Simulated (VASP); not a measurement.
# Be2S (Pnma) in VASP: a series of runs

Runs on Be2S. Level: PBE. Tasks: single point.

Program: VASP 6.6.1. These are calculated values, not measurements. Logs are shortened: lines on timing, memory, paths and dates and some standing lists are left out, and cuts for length are marked.

**1. The cell of the first run**

It takes space group Pnma (No. 62, orthorhombic). Conventional cell: a = 3.313 Å, b = 3.222 Å, c = 14.890 Å, α = 90.00°, β = 90.00°, γ = 90.00°. Within 2.7 Å of Be (site symmetry m) lie 2 S at 2.06 Å and 8 Be at 2.32 to 2.57 Å. Within 2.8 Å of Be (site symmetry m) lie 2 S at 2.15 Å and 8 Be at 2.28 to 2.39 Å. Within 2.7 Å of S (site symmetry m) lie 4 Be at 2.06 to 2.15 Å.

**2. Single point, PBE (13.25 Å³/atom)**

File INCAR:

```
  ALGO = Normal
  EDIFF = 1E-6
  ENCUT = 600
  GGA = PE
  GGA_COMPAT = F
  ISIF = 2
  ISMEAR = 0
  LASPH = T
  LCHARG = F
  LREAL = F
  LWAVE = F
  NBANDS = 32
  NELM = 120
  PREC = Accurate
  SIGMA = 0.1
```

File KPOINTS:

```
k-points
0
Gamma
  10 10 2
```

File POSCAR:

```
Be2S
1.0
    3.3134202497      0.0000000000      0.0000000000
    0.0000000000      3.2217002290      0.0000000000
    0.0000000000      0.0000000000     14.8901159019
Be S
8 4
Direct
    0.2488340898      0.7500000000      0.1839178262
    0.2511659102      0.2500000000      0.6839178262
    0.7511633990      0.7500000000      0.6974682952
    0.7488366010      0.2500000000      0.1974682952
    0.7488340898      0.7500000000      0.3160821738
    0.7511659102      0.2500000000      0.8160821738
    0.2488366010      0.2500000000      0.3025317048
    0.2511633990      0.7500000000      0.8025317048
    0.2511616225      0.2500000000      0.8977563519
    0.2488383775      0.7500000000      0.3977563519
    0.7511616225      0.2500000000      0.6022436481
    0.7488383775      0.7500000000      0.1022436481
```

Potentials or basis: VASP PAW PBE potentials, release 64 (Be, S).

Run with:

```sh
$ cat potpaw_PBE.64/Be/POTCAR potpaw_PBE.64/S/POTCAR > POTCAR
$ mpirun -np 1 vasp_std > vasp.out
```

OUTCAR:

```text
EDIFF = 1E-6
   ENCUT = 600
   GGA = PE
   ISIF = 2
   ISMEAR = 0
   LASPH = T
   LREAL = F
   NELM = 120
   PREC = Accurate

 ion  position               nearest neighbor table
   1  0.249  0.750  0.184-  12 2.06  12 2.06   4 2.32   4 2.32   4 2.32   4 2.32
   2  0.251  0.250  0.684-  11 2.06  11 2.06   3 2.32   3 2.32   3 2.32   3 2.32
   3  0.751  0.750  0.697-  11 2.15  11 2.15   8 2.28   8 2.28   2 2.32   2 2.32   2 2.32   2 2.32

   4  0.749  0.250  0.197-  12 2.15  12 2.15   7 2.28   7 2.28   1 2.32   1 2.32   1 2.32   1 2.32

   5  0.749  0.750  0.316-  10 2.06  10 2.06   7 2.32   7 2.32   7 2.32   7 2.32
   6  0.751  0.250  0.816-   9 2.06   9 2.06   8 2.32   8 2.32   8 2.32   8 2.32
   7  0.249  0.250  0.303-  10 2.15  10 2.15   4 2.28   4 2.28   5 2.32   5 2.32   5 2.32   5 2.32

   8  0.251  0.750  0.803-   9 2.15   9 2.15   3 2.28   3 2.28   6 2.32   6 2.32   6 2.32   6 2.32

   9  0.251  0.250  0.898-   6 2.06   6 2.06   8 2.15   8 2.15
  10  0.249  0.750  0.398-   5 2.06   5 2.06   7 2.15   7 2.15
  11  0.751  0.250  0.602-   2 2.06   2 2.06   3 2.15   3 2.15
  12  0.749  0.750  0.102-   1 2.06   1 2.06   4 2.15   4 2.15

  LATTYP: Found a simple orthorhombic cell.
 ALAT       =     3.2217002290
 B/A-ratio  =     1.0284694460
 C/A-ratio  =     4.6218191773

  Lattice vectors:

 A1 = (   0.0000000000,  -3.2217002290,   0.0000000000)
 A2 = (   3.3134202497,   0.0000000000,   0.0000000000)
 A3 = (   0.0000000000,   0.0000000000,  14.8901159019)

Analysis of symmetry for initial positions (statically):
=====================================================================
 Subroutine PRICEL returns:
 Original cell was already a primitive cell.

 Routine SETGRP: Setting up the symmetry group for a
 simple orthorhombic supercell.

 Subroutine GETGRP returns: Found  8 space group operations
 (whereof  2 operations were pure point group operations)
 out of a pool of  8 trial point group operations.

The static configuration has the point symmetry S_2 .
 The point group associated with its full space group is D_2h.

Analysis of symmetry for dynamics (positions and initial velocities):
=====================================================================
 Subroutine PRICEL returns:
 Original cell was already a primitive cell.

 Routine SETGRP: Setting up the symmetry group for a
 simple orthorhombic supercell.

 Subroutine GETGRP returns: Found  8 space group operations
 (whereof  2 operations were pure point group operations)
 out of a pool of  8 trial point group operations.

The dynamic configuration has the point symmetry S_2 .
 The point group associated with its full space group is D_2h.

 Subroutine INISYM returns: Found  8 space group operations
 (whereof  2 operations are pure point group operations),
 and found     1 'primitive' translations

----------------------------------------------------------------------------------------

                                     Primitive cell

  volume of cell :     158.9497

  direct lattice vectors                    reciprocal lattice vectors
     3.313420250  0.000000000  0.000000000     0.301802948  0.000000000  0.000000000
     0.000000000  3.221700229  0.000000000     0.000000000  0.310395111  0.000000000
     0.000000000  0.000000000 14.890115902     0.000000000  0.000000000  0.067158644

  length of vectors
     3.313420250  3.221700229 14.890115902     0.301802948  0.310395111  0.067158644

  position of ions in fractional coordinates (direct lattice)
     0.248834090  0.750000000  0.183917826
     0.251165910  0.250000000  0.683917826
     0.751163399  0.750000000  0.697468295
     0.748836601  0.250000000  0.197468295
     0.748834090  0.750000000  0.316082174
     0.751165910  0.250000000  0.816082174
     0.248836601  0.250000000  0.302531705
     0.251163399  0.750000000  0.802531705
     0.251161622  0.250000000  0.897756352
     0.248838378  0.750000000  0.397756352
     0.751161622  0.250000000  0.602243648
     0.748838378  0.750000000  0.102243648

  ion indices of the primitive-cell ions
   primitive index   ion index
                 1           1
                 2           2
                 3           3
                 4           4
                 5           5
                 6           6
                 7           7
                 8           8
                 9           9
                10          10
                11          11
                12          12

----------------------------------------------------------------------------------------

 KPOINTS: k-points

Automatic generation of k-mesh.
 Grid dimensions read from file:
 generate k-points for:   10   10    2

 Generating k-lattice:

  Cartesian coordinates                     Fractional coordinates (reciprocal lattice)
     0.030180295  0.000000000  0.000000000     0.100000000  0.000000000  0.000000000
     0.000000000  0.031039511  0.000000000     0.000000000  0.100000000  0.000000000
[... 43 lines left out ...]
   EDIFF  = 0.1E-05   stopping-criterion for ELM
   LREAL  =      F    real-space projection
   EDIFFG = 0.1E-04   stopping-criterion for IOM
   NSW    =      0    number of steps for IOM
   IBRION =     -1    ionic relax: 0-MD 1-quasi-New 2-CG
   NFREE  =      0    steps in history (QN), initial steepest desc. (CG)
   ISIF   =      2    stress and relaxation
   ISYM   =      2    0-nonsym 1-usesym 2-fastsym
   POTIM  = 0.5000    time-step for ionic-motion
   TEBEG  =    0.0;   TEEND  =   0.0 temperature during run
   PSTRESS=    0.0 pullay stress
   NELECT =      40.0000    total number of electrons
   NUPDOWN=      -1.0000    fix difference up-down
   EMIN   =  10.00;   EMAX   =-10.00  energy-range for DOS
   EFERMI =   0.00;   METHOD = LEGACY
   ISMEAR =     0;   SIGMA  =   0.10  broadening in eV -4-tet -1-fermi 0-gaus
   EFERMI_NEDOS =   21; number of points for ismear=-14 and -15
   IALGO  =     38    algorithm
   IMIX   =      4    mixing-type and parameters
     AMIX     =   0.40;   BMIX     =  1.00
     AMIX_MAG =   1.60;   BMIX_MAG =  1.00
  volume/ion in A,a.u.               =      13.25        89.39
  Fermi-wavevector in a.u.,A,eV,Ry     =   1.033574  1.953172 14.534767  1.068275
  Thomas-Fermi vector in A             =   2.167827
   LORBIT       =      0    0 simple, 1 ext, 2 COOP (PROOUT), +10 PAW based schemes
   GGA     = PE    functional components
   LHFCALC =     F    Hartree Fock is set to
   AEXX    =    0.0000 exact exchange contribution
   IVDW    =     0    specifies the selected vdW correction
   LEPSILON=     F    determine dielectric tensor
   LRPA    =     F    only Hartree local field effects (RPA)
 non-spin polarized calculation
 Gauss-broadening in eV      SIGMA  =   0.10
  energy-cutoff  :      600.00
  volume of cell :      158.95
 maximum number of plane-waves:      5348
 NGX is ok and might be reduce to    28
   NGX = 13   NGY = 13   NGZ = 59

 number of electron      39.9999998 magnetization

 Free energy of the ion-electron system (eV)
  ---------------------------------------------------
  ext. energy  EPLUGINS =         0.00000000
  ---------------------------------------------------
  free energy    TOTEN  =       -50.60436862 eV

  energy without entropy =      -50.59699408  energy(sigma->0) =      -50.60068135

 E-fermi :   5.0886     XC(G=0):  -9.4602

 val. band max:        5.0456143559   @ k =   0.3000   0.4000   0.0000
 cond. band min:       5.1044932159   @ k =   0.0000   0.3000   0.0000
 fundamental gap:      0.0588788600
 Fermi energy:         5.0886328242

 k-point     1 :       0.0000    0.0000    0.0000
  band No.  band energies     occupation
      1      -9.8944      2.00000
      2      -9.7122      2.00000
      3      -9.6978      2.00000
      4      -9.4893      2.00000
      5      -3.4108      2.00000
      6      -3.0895      2.00000
[... 24 lines left out ...]
     31      10.8698      0.00000
     32      11.1264      0.00000
[... 774 lines left out ...]
      2      -8.4157      2.00000
      3      -8.4144      2.00000
      4      -8.4144      2.00000
      5      -1.7090      2.00000
      6      -1.7090      2.00000
[... 24 lines left out ...]
     31      11.5789      0.00000
     32      11.5791      0.00000

 [... further k-points ...]

------------------------ aborting loop because EDIFF is reached ----------------------------------------

  FORCE on cell =-STRESS in cart. coord.  units (eV):
  Direction    XX          YY          ZZ          XY          YZ          ZX
  --------------------------------------------------------------------------------------
  -------------------------------------------------------------------------------------
  Total        1.3817387      1.2878280      1.3012606      0.0000000      0.0000000      0.0000000
  in kB       13.9276153     12.9810173     13.1164142      0.0000000      0.0000000      0.0000000
  external PRESSURE =      13.3416823 kB  Pullay stress =       0.0000000 kB

 VOLUME and BASIS-vectors are now :
 -----------------------------------------------------------------------------
  energy-cutoff  :      600.00
  volume of cell :      158.95
      direct lattice vectors                 reciprocal lattice vectors
     3.313420250  0.000000000  0.000000000     0.301802948  0.000000000  0.000000000
     0.000000000  3.221700229  0.000000000     0.000000000  0.310395111  0.000000000
     0.000000000  0.000000000 14.890115902     0.000000000  0.000000000  0.067158644

 POSITION                                       TOTAL-FORCE (eV/Angst)
 -----------------------------------------------------------------------------------
      0.82449      2.41628      2.73856         0.000198      0.000000      0.002726
      0.83222      0.80543     10.18362        -0.000198      0.000000      0.002726
      2.48892      2.41628     10.38538        -0.000136      0.000000     -0.007860
      2.48121      0.80543      2.94033         0.000136      0.000000     -0.007860
      2.48120      2.41628      4.70650         0.000198      0.000000     -0.002726
      2.48893      0.80543     12.15156        -0.000198      0.000000     -0.002726
      0.82450      0.80543      4.50473         0.000136      0.000000      0.007860
      0.83221      2.41628     11.94979        -0.000136      0.000000      0.007860
      0.83220      0.80543     13.36770        -0.000074     -0.000000     -0.007801
      0.82451      2.41628      5.92264         0.000074     -0.000000     -0.007801
      2.48891      0.80543      8.96748        -0.000074      0.000000      0.007801
      2.48122      2.41628      1.52242         0.000074      0.000000      0.007801
 -----------------------------------------------------------------------------------
    total drift:                               -0.000000      0.000000      0.000000

  FREE ENERGIE OF THE ION-ELECTRON SYSTEM (eV)
  ---------------------------------------------------
  free  energy   TOTEN  =       -50.6043686186 eV

  energy  without entropy=      -50.5969940758  energy(sigma->0) =      -50.60068135
```

Wall time 14 min (1 thread of Oxide Virtual Turin-like, shared host); peak memory 0.47 GiB.

What came out:

```yaml
Free_energy: -50.6044 eV
Pressure: 1.3 GPa
Largest_force: 0.008 eV/Å
Band_gap_on_the_k_mesh: zero (bands 20 and 21 overlap by 2.51 eV)
```

Forces in eV/Å, atoms in the order of the input:
```
Be   0.000  0.000  0.003
Be   0.000  0.000  0.003
Be   0.000  0.000 -0.008
Be   0.000  0.000 -0.008
Be   0.000  0.000 -0.003
Be   0.000  0.000 -0.003
Be   0.000  0.000  0.008
Be   0.000  0.000  0.008
S    0.000  0.000 -0.008
S    0.000  0.000 -0.008
S    0.000  0.000  0.008
S    0.000  0.000  0.008
```

Stress tensor (GPa, compression positive):
```
1.39 0.00 0.00
0.00 1.30 0.00
0.00 0.00 1.31
```

Levels at points of the mesh, in eV from the Fermi level:
```tsv
k point	band 17	band 18	band 19	band 20	band 21	band 22	band 23	band 24
(0.00, 0.00, 0.00)	-2.39	-1.84	1.74	1.96	1.97	2.19	2.48	2.58
(0.50, 0.00, 0.00)	-1.87	-1.87	-1.87	-1.87	3.65	3.65	3.67	3.67
(0.00, 0.50, 0.00)	-2.45	-2.45	-0.64	-0.64	1.66	1.66	2.52	2.52
(0.50, 0.50, 0.00)	-3.93	-3.93	-3.93	-3.93	0.51	0.51	0.51	0.51
(0.00, 0.00, 0.50)	-2.40	-2.40	1.88	1.88	2.08	2.08	2.59	2.59
(0.50, 0.00, 0.50)	-1.87	-1.87	-1.87	-1.87	3.70	3.70	3.70	3.70
(0.00, 0.50, 0.50)	-2.45	-2.45	-0.72	-0.72	1.75	1.75	2.52	2.52
(0.50, 0.50, 0.50)	-3.93	-3.93	-3.93	-3.93	0.50	0.50	0.50	0.50
```

Caveat: this functional lacks dispersion, which binds layers or chains, so the pressure and a relaxed spacing across them are unreliable.

**3. Single point, PBE (13.70 Å³/atom)**

This run uses another cell than the first one, of 13.70 Å³/atom.

File INCAR:

```
PREC = Accurate
ENCUT = 600
EDIFF = 1E-6
ISMEAR = 0
SIGMA = 0.1
LREAL = False
LASPH = True
NELM = 120
ALGO = Normal
ISIF = 2
LWAVE = False
LCHARG = True
GGA = PE
LELF = True
LVHAR = True
NBANDS = 32
GGA_COMPAT = False
```

File KPOINTS:

```
Automatic mesh
0
Gamma
  10 10 2
```

File POSCAR:

```
Be2S
1.0
    3.3204471270      0.0000000000      0.0000000000
    0.0000000000      3.2288415693      0.0000000000
    0.0000000000      0.0000000000     15.3311644951
Be S
8 4
Direct
    0.2449162412      0.7500000000      0.1856204507
    0.2550837588      0.2500000000      0.6856204507
    0.7550771270      0.7500000000      0.6988565446
    0.7449228730      0.2500000000      0.1988565446
    0.7449162412      0.7500000000      0.3143795493
    0.7550837588      0.2500000000      0.8143795493
    0.2449228730      0.2500000000      0.3011434554
    0.2550771270      0.7500000000      0.8011434554
    0.2550799955      0.2500000000      0.8937173858
    0.2449200045      0.7500000000      0.3937173858
    0.7550799955      0.2500000000      0.6062826142
    0.7449200045      0.7500000000      0.1062826142
```

Potentials or basis: VASP PAW PBE potentials, release 64 (Be, S).

Run with:

```sh
$ cat potpaw_PBE.64/Be/POTCAR potpaw_PBE.64/S/POTCAR > POTCAR
$ mpirun -np 1 vasp_std > vasp.out
```

Wall time 12 min (1 thread of Oxide Virtual Turin-like, shared host); peak memory 0.48 GiB.

Results (log left out):

- Free energy: -50.6388 eV
- Pressure: 0.7 GPa
- Largest force: 0.009 eV/Å
- Band gap on the k mesh: zero (bands 20 and 21 overlap by 2.47 eV)

Forces on the atoms (eV/Å):
```
Be   0.000  0.000  0.001
Be   0.000  0.000  0.001
Be   0.000  0.000 -0.008
Be   0.000  0.000 -0.008
Be   0.000  0.000 -0.001
Be   0.000  0.000 -0.001
Be   0.000  0.000  0.008
Be   0.000  0.000  0.008
S    0.000  0.000 -0.009
S    0.000  0.000 -0.009
S    0.000  0.000  0.009
S    0.000  0.000  0.009
```

Levels at points of the mesh, in eV from the Fermi level:
```tsv
k point	band 17	band 18	band 19	band 20	band 21	band 22	band 23	band 24
(0.00, 0.00, 0.00)	-2.40	-1.95	1.74	1.95	2.02	2.18	2.52	2.62
(0.50, 0.00, 0.00)	-1.86	-1.86	-1.85	-1.85	3.69	3.69	3.69	3.69
(0.00, 0.50, 0.00)	-2.44	-2.44	-0.62	-0.62	1.66	1.66	2.53	2.53
(0.50, 0.50, 0.00)	-3.89	-3.89	-3.89	-3.89	0.54	0.54	0.54	0.54
(0.00, 0.00, 0.50)	-2.43	-2.43	1.86	1.86	2.10	2.10	2.60	2.60
(0.50, 0.00, 0.50)	-1.86	-1.86	-1.85	-1.85	3.70	3.70	3.71	3.71
(0.00, 0.50, 0.50)	-2.44	-2.44	-0.66	-0.66	1.73	1.73	2.53	2.53
(0.50, 0.50, 0.50)	-3.89	-3.89	-3.89	-3.89	0.53	0.53	0.53	0.53
```

Caveat: this functional lacks dispersion, which binds layers or chains, so the pressure and a relaxed spacing across them are unreliable.

**4. Single point, PBE (14.15 Å³/atom)**

This run uses another cell than the first one, of 14.15 Å³/atom.

File INCAR:

```
PREC = Accurate
ENCUT = 600
EDIFF = 1E-6
ISMEAR = 0
SIGMA = 0.1
LREAL = F
LASPH = T
NELM = 120
ALGO = Normal
ISIF = 2
LWAVE = F
LCHARG = F
GGA = PE
NBANDS = 32
GGA_COMPAT = F
```

File KPOINTS:

```
regular mesh
0
Gamma
  10 10 2
```

File POSCAR:

```
Be2S
1.0
    3.3250687349      0.0000000000      0.0000000000
    0.0000000000      3.2337264031      0.0000000000
    0.0000000000      0.0000000000     15.7906864405
Be S
8 4
Direct
    0.2405597742      0.7500000000      0.1874111083
    0.2594402258      0.2500000000      0.6874111083
    0.7594306476      0.7500000000      0.7002807600
    0.7405693524      0.2500000000      0.2002807600
    0.7405597742      0.7500000000      0.3125888917
    0.7594402258      0.2500000000      0.8125888917
    0.2405693524      0.2500000000      0.2997192400
    0.2594306476      0.7500000000      0.7997192400
    0.2594393490      0.2500000000      0.8896015690
    0.2405606510      0.7500000000      0.3896015690
    0.7594393490      0.2500000000      0.6103984310
    0.7405606510      0.7500000000      0.1103984310
```

Run with:

```sh
$ cat potpaw_PBE.64/Be/POTCAR potpaw_PBE.64/S/POTCAR > POTCAR
$ mpirun -np 1 vasp_std > vasp.out
```

Wall time 12 min (1 thread of Oxide Virtual Turin-like, shared host); peak memory 0.5 GiB.

The run converged. Its results:

```
Free energy            : -50.6561 eV
Pressure               : 0.3 GPa
Largest force          : 0.006 eV/Å
Band gap on the k mesh : zero (bands 20 and 21 overlap by 2.45 eV)
```

Forces in eV/Å, atoms in the order of the input:
```
Be   0.000  0.000  0.002
Be   0.000  0.000  0.002
Be   0.000  0.000 -0.006
Be   0.000  0.000 -0.006
Be   0.000  0.000 -0.002
Be   0.000  0.000 -0.002
Be   0.000  0.000  0.006
Be   0.000  0.000  0.006
S    0.000  0.000 -0.001
S    0.000  0.000 -0.001
S    0.000  0.000  0.001
S    0.000  0.000  0.001
```

Levels at points of the mesh, in eV from the Fermi level:
```
           k point  band 18  band 19  band 20  band 21  band 22  band 23
(0.00, 0.00, 0.00)    -2.06     1.74     1.93     2.06     2.16     2.56
(0.50, 0.00, 0.00)    -1.85    -1.85    -1.85     3.70     3.70     3.72
(0.00, 0.50, 0.00)    -2.43    -0.59    -0.59     1.67     1.67     2.54
(0.50, 0.50, 0.00)    -3.87    -3.87    -3.87     0.56     0.56     0.56
(0.00, 0.00, 0.50)    -2.42     1.85     1.85     2.11     2.11     2.61
(0.50, 0.00, 0.50)    -1.85    -1.85    -1.85     3.71     3.71     3.71
(0.00, 0.50, 0.50)    -2.43    -0.62    -0.62     1.72     1.72     2.54
(0.50, 0.50, 0.50)    -3.87    -3.87    -3.87     0.56     0.56     0.56
```

Caveat: this functional lacks dispersion, which binds layers or chains, so the pressure and a relaxed spacing across them are unreliable.

**5. The runs side by side**

| cell | gap on the mesh (eV) | pressure (GPa) | largest force (eV/Å) |
| --- | --- | --- | --- |
| a = 3.313, b = 3.222, c = 14.890 Å, 12 atoms, atomic positions A | none | 1.3 | 0.01 |
| a = 3.320, b = 3.229, c = 15.331 Å, 12 atoms, atomic positions B | none | 0.7 | 0.01 |
| a = 3.325, b = 3.234, c = 15.791 Å, 12 atoms, atomic positions C | none | 0.3 | 0.01 |

Alike in all rows: task single point; level PBE; potentials or basis VASP PAW PBE potentials, release 64 (Be, S); no spin polarisation; k mesh 10 × 10 × 2; cutoff (eV) 600; smearing gaussian 0.1 eV.

Caveats: this functional lacks dispersion, which binds layers or chains, so the pressure and a relaxed spacing across them are unreliable.

Total energies depend on the potentials used, so only differences within one code and one set of settings carry meaning.

The gap in the log of VASP goes by the Fermi energy; the results here count the filled bands.